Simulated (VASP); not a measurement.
# C (C2/m) in VASP: single point with PBEsol

Aim: the single point of C with PBEsol.

All numbers are computed with VASP 6.6.1; they aren't measurements. Logs are shortened: lines on timing, memory, paths and dates and some standing lists are left out, and cuts for length are marked.

## Step 1: The cell of the first run

The structure is monoclinic, space group C2/m (No. 12). Conventional cell: a = 4.255 Å, b = 2.457 Å, c = 3.765 Å, α = 90.00°, β = 111.49°, γ = 90.00°. Within 1.9 Å of C (site symmetry m) lie 3 C at 1.42 Å.

## Step 2: Single point, PBEsol

Input file INCAR:

```
PREC = Accurate
ENCUT = 520
EDIFF = 1E-7
ISMEAR = 0
SIGMA = 0.1
LREAL = False
LASPH = True
NELM = 60
ALGO = Normal
ISIF = 2
LWAVE = False
LCHARG = False
GGA = PS
NBANDS = 11
```

Input file KPOINTS:

```
regular mesh
0
Gamma
  16 16 10
```

Input file POSCAR:

```
C
1.0
    2.1273200000     -1.2282820000      0.0000000000
    2.1273200000      1.2282820000      0.0000000000
   -1.3790700000      0.0000000000      3.5028300000
C
2
Direct
    0.8333560000      0.8333560000      0.0000930000
    0.1666440000      0.1666440000      0.9999070000
```

Potentials or basis: VASP PAW PBE potentials, release 64 (C).

Launch:

```sh
> cat potpaw_PBE.64/C/POTCAR > POTCAR
> mpirun -np 1 vasp_std > vasp.out
```

OUTCAR:

```text
PREC = Accurate
   ENCUT = 520
   EDIFF = 1E-7
   ISMEAR = 0
   LREAL = False
   LASPH = True
   NELM = 60
   ISIF = 2
   GGA = PS

 ion  position               nearest neighbor table
   1  0.833  0.833  0.000-   2 1.42   2 1.42   2 1.42
   2  0.167  0.167  1.000-   1 1.42   1 1.42   1 1.42

  LATTYP: Found a base centered monoclinic cell.
 ALAT       =     4.2546400000
 B/A-ratio  =     0.5773846906
 C/A-ratio  =     0.8848047021
 COS(beta)  =    -0.3663330234

  Lattice vectors:

 A1 = (   2.1273200000,  -1.2282820000,   0.0000000000)
 A2 = (   2.1273200000,   1.2282820000,   0.0000000000)
 A3 = (  -1.3790700000,   0.0000000000,   3.5028300000)

Analysis of symmetry for initial positions (statically):
=====================================================================
 Subroutine PRICEL returns:
 Original cell was already a primitive cell.

 Routine SETGRP: Setting up the symmetry group for a
 base centered monoclinic supercell.

 Subroutine GETGRP returns: Found  4 space group operations
 (whereof  4 operations were pure point group operations)
 out of a pool of  4 trial point group operations.

The static configuration has the point symmetry C_2h.

Analysis of symmetry for dynamics (positions and initial velocities):
=====================================================================
 Subroutine PRICEL returns:
 Original cell was already a primitive cell.

 Routine SETGRP: Setting up the symmetry group for a
 base centered monoclinic supercell.

 Subroutine GETGRP returns: Found  4 space group operations
 (whereof  4 operations were pure point group operations)
 out of a pool of  4 trial point group operations.

The dynamic configuration has the point symmetry C_2h.

 Subroutine INISYM returns: Found  4 space group operations
 (whereof  4 operations are pure point group operations),
 and found     1 'primitive' translations

----------------------------------------------------------------------------------------

                                     Primitive cell

  volume of cell :      18.3054

  direct lattice vectors                    reciprocal lattice vectors
     2.127320000 -1.228282000  0.000000000     0.235037512 -0.407072643  0.092534660
     2.127320000  1.228282000  0.000000000     0.235037512  0.407072643  0.092534660
    -1.379070000  0.000000000  3.502830000     0.000000000  0.000000000  0.285483452

  length of vectors
     2.456454163  2.456454163  3.764525478     0.479075601  0.479075601  0.285483452

  position of ions in fractional coordinates (direct lattice)
     0.833356000  0.833356000  0.000093000
     0.166644000  0.166644000  0.999907000

  ion indices of the primitive-cell ions
   primitive index   ion index
                 1           1
                 2           2

----------------------------------------------------------------------------------------

 KPOINTS: regular mesh

Automatic generation of k-mesh.
 Grid dimensions read from file:
 generate k-points for:   16   16   10

 Generating k-lattice:

  Cartesian coordinates                     Fractional coordinates (reciprocal lattice)
     0.014689844 -0.025442040  0.005783416     0.062500000  0.000000000  0.000000000
     0.014689844  0.025442040  0.005783416     0.000000000  0.062500000  0.000000000
     0.000000000  0.000000000  0.028548345     0.000000000  0.000000000  0.100000000

  Length of vectors
     0.029942225  0.029942225  0.028548345

  Shift w.r.t. Gamma in fractional coordinates (k-lattice)
     0.000000000  0.000000000  0.000000000

 Subroutine IBZKPT returns following result:
 ===========================================

 Found    690 irreducible k-points:

 Following reciprocal coordinates:
            Coordinates               Weight
  0.000000  0.000000  0.000000      1.000000
  0.062500  0.000000  0.000000      4.000000
  0.125000  0.000000  0.000000      4.000000
  0.187500  0.000000 -0.000000      4.000000
  0.250000  0.000000  0.000000      4.000000
  0.312500  0.000000 -0.000000      4.000000
[... 16 lines left out ...]
 -0.125000  0.062500  0.000000      4.000000
 -0.062500  0.062500  0.000000      2.000000
 [... further k-points ...]
   k-points           NKPTS =    690   k-points in BZ     NKDIM =    690   number of bands    NBANDS=     11
   number of dos      NEDOS =    301   number of ions     NIONS =      2
   total plane-waves  NPLWV =   9072
   dimension x,y,z NGX =    18 NGY =   18 NGZ =   28
   dimension x,y,z NGXF=    36 NGYF=   36 NGZF=   56
   ions per type =               2
   NGX,Y,Z   is equivalent  to a cutoff of  12.18, 12.18, 12.37 a.u.
   NGXF,Y,Z  is equivalent  to a cutoff of  24.36, 24.36, 24.73 a.u.
 SYSTEM =  unknown system
   PREC   = accura    normal or accurate (medium, high low for compatibility)
   ISTART =      0    job   : 0-new  1-cont  2-samecut
   ICHARG =      2    charge: 1-file 2-atom 10-const
   ISPIN  =      1    spin polarized calculation?
   LNONCOLLINEAR =      F non collinear calculations
   LSORBIT =      F    spin-orbit coupling
   LASPH  =      T    aspherical Exc in radial PAW
   ENCUT  =  520.0 eV  38.22 Ry    6.18 a.u.   4.57  4.57  7.00*2*pi/ulx,y,z
   NELM   =     60;   NELMIN=  2; NELMDL= -5     # of ELM steps
   EDIFF  = 0.1E-06   stopping-criterion for ELM
   LREAL  =      F    real-space projection
   EDIFFG = 0.1E-05   stopping-criterion for IOM
   NSW    =      0    number of steps for IOM
   IBRION =     -1    ionic relax: 0-MD 1-quasi-New 2-CG
   NFREE  =      0    steps in history (QN), initial steepest desc. (CG)
   ISIF   =      2    stress and relaxation
   ISYM   =      2    0-nonsym 1-usesym 2-fastsym
   POTIM  = 0.5000    time-step for ionic-motion
   TEBEG  =    0.0;   TEEND  =   0.0 temperature during run
   PSTRESS=    0.0 pullay stress
   NELECT =       8.0000    total number of electrons
   NUPDOWN=      -1.0000    fix difference up-down
   EMIN   =  10.00;   EMAX   =-10.00  energy-range for DOS
   EFERMI =   0.00;   METHOD = LEGACY
   ISMEAR =     0;   SIGMA  =   0.10  broadening in eV -4-tet -1-fermi 0-gaus
   EFERMI_NEDOS =   21; number of points for ismear=-14 and -15
   IALGO  =     38    algorithm
   IMIX   =      4    mixing-type and parameters
     AMIX     =   0.40;   BMIX     =  1.00
     AMIX_MAG =   1.60;   BMIX_MAG =  1.00
  volume/ion in A,a.u.               =       9.15        61.77
  Fermi-wavevector in a.u.,A,eV,Ry     =   1.242352  2.347706 20.999772  1.543440
  Thomas-Fermi vector in A             =   2.376711
   LORBIT       =      0    0 simple, 1 ext, 2 COOP (PROOUT), +10 PAW based schemes
   GGA     = PS    functional components
   LHFCALC =     F    Hartree Fock is set to
   AEXX    =    0.0000 exact exchange contribution
   IVDW    =     0    specifies the selected vdW correction
   LEPSILON=     F    determine dielectric tensor
   LRPA    =     F    only Hartree local field effects (RPA)
 non-spin polarized calculation
 Gauss-broadening in eV      SIGMA  =   0.10
  energy-cutoff  :      520.00
  volume of cell :       18.31
 maximum number of plane-waves:       506
   NGX =  9   NGY =  9   NGZ = 13

 number of electron       8.0000000 magnetization

 Free energy of the ion-electron system (eV)
  ---------------------------------------------------
  ext. energy  EPLUGINS =         0.00000000
  ---------------------------------------------------
  free energy    TOTEN  =       -19.28956111 eV

  energy without entropy =      -19.28956109  energy(sigma->0) =      -19.28956110

 E-fermi :   4.3469     XC(G=0): -10.2634

 val. band max:        4.0436804915   @ k =  -0.3125   0.3125   0.0000
 cond. band min:       4.6517246320   @ k =  -0.3125   0.3750   0.3000
 fundamental gap:      0.6080441405
 Fermi energy:         4.3469109935

 k-point     1 :       0.0000    0.0000    0.0000
  band No.  band energies     occupation
      1     -15.3705      2.00000
      2      -2.5731      2.00000
      3       1.3195      2.00000
      4       1.3229      2.00000
      5       7.9913      0.00000
      6      12.6920      0.00000
      7      12.6945      0.00000
      8      15.8283      0.00000
      9      17.2548      0.00000
     10      26.8057      0.00000
     11      28.3129      0.00000

 k-point     2 :       0.0625    0.0000    0.0000
  band No.  band energies     occupation
      1     -15.2760      2.00000
      2      -2.4730      2.00000
      3       0.9447      2.00000
      4       1.1226      2.00000
      5       8.1244      0.00000
      6      12.7445      0.00000
      7      13.0969      0.00000
      8      15.4950      0.00000
      9      17.4160      0.00000
     10      27.1154      0.00000
     11      27.9430      0.00000

 k-point     3 :       0.1250    0.0000    0.0000
  band No.  band energies     occupation
      1     -14.9931      2.00000
      2      -2.1736      2.00000
      3      -0.0679      2.00000
      4       0.6084      2.00000
      5       8.5234      0.00000
      6      12.7938      0.00000
      7      14.2153      0.00000
      8      14.5704      0.00000
      9      17.9304      0.00000
     10      26.6457      0.00000
     11      27.9639      0.00000
[... 267 lines left out ...]
 k-point    23 :      -0.1250    0.0625    0.0000
  band No.  band energies     occupation
      1     -14.7160      2.00000
      2      -1.8309      2.00000
      3      -0.8409      2.00000
      4       0.0559      2.00000
      5       8.8190      0.00000
      6      13.0367      0.00000
      7      13.7358      0.00000
      8      14.8483      0.00000
      9      18.5832      0.00000
     10      25.1771      0.00000
     11      28.4315      0.00000

 k-point    24 :      -0.0625    0.0625    0.0000
  band No.  band energies     occupation
      1     -15.0898      2.00000
      2      -2.2498      2.00000
      3       0.2948      2.00000
      4       0.7217      2.00000
      5       8.3379      0.00000
      6      12.8966      0.00000
      7      13.7357      0.00000
      8      14.8638      0.00000
      9      17.7799      0.00000
     10      26.9659      0.00000
     11      27.6782      0.00000

 [... further k-points ...]

------------------------ aborting loop because EDIFF is reached ----------------------------------------

  FORCE on cell =-STRESS in cart. coord.  units (eV):
  Direction    XX          YY          ZZ          XY          YZ          ZX
  --------------------------------------------------------------------------------------
  -------------------------------------------------------------------------------------
  Total        0.2457878      0.2371430      0.0505682      0.0000000      0.0000000     -0.0035935
  in kB       21.5125004     20.7558674      4.4259703      0.0000000      0.0000000     -0.3145156
  external PRESSURE =      15.5647794 kB  Pullay stress =       0.0000000 kB

 VOLUME and BASIS-vectors are now :
 -----------------------------------------------------------------------------
  energy-cutoff  :      520.00
  volume of cell :       18.31
      direct lattice vectors                 reciprocal lattice vectors
     2.127320000 -1.228282000  0.000000000     0.235037512 -0.407072643  0.092534660
     2.127320000  1.228282000  0.000000000     0.235037512  0.407072643  0.092534660
    -1.379070000  0.000000000  3.502830000     0.000000000  0.000000000  0.285483452

 POSITION                                       TOTAL-FORCE (eV/Angst)
 -----------------------------------------------------------------------------------
      3.54550      0.00000      0.00033         0.001994      0.000000     -0.003431
     -0.66993      0.00000      3.50250        -0.001994      0.000000      0.003431
 -----------------------------------------------------------------------------------
    total drift:                                0.000000      0.000000     -0.000000

  FREE ENERGIE OF THE ION-ELECTRON SYSTEM (eV)
  ---------------------------------------------------
  free  energy   TOTEN  =       -19.2895611098 eV

  energy  without entropy=      -19.2895610918  energy(sigma->0) =      -19.28956110
```

Wall time 2 min (1 thread of Intel Xeon 8259CL, shared host); peak memory 0.21 GiB.

Results:

```
Free energy   : -19.2896 eV
Pressure      : 1.6 GPa
Largest force : 0.004 eV/Å
```

Forces in eV/Å, atoms in the order of the input:
```
C    0.002  0.000 -0.003
C   -0.002  0.000  0.003
```

Stress tensor (GPa, compression positive):
```
 2.15  0.00 -0.03
 0.00  2.08  0.00
-0.03  0.00  0.44
```

Caveat: this functional lacks dispersion, which binds the layers, so the pressure and a relaxed spacing across them are unreliable; the PAW data sets were made with another functional, which shifts forces and pressure a little.
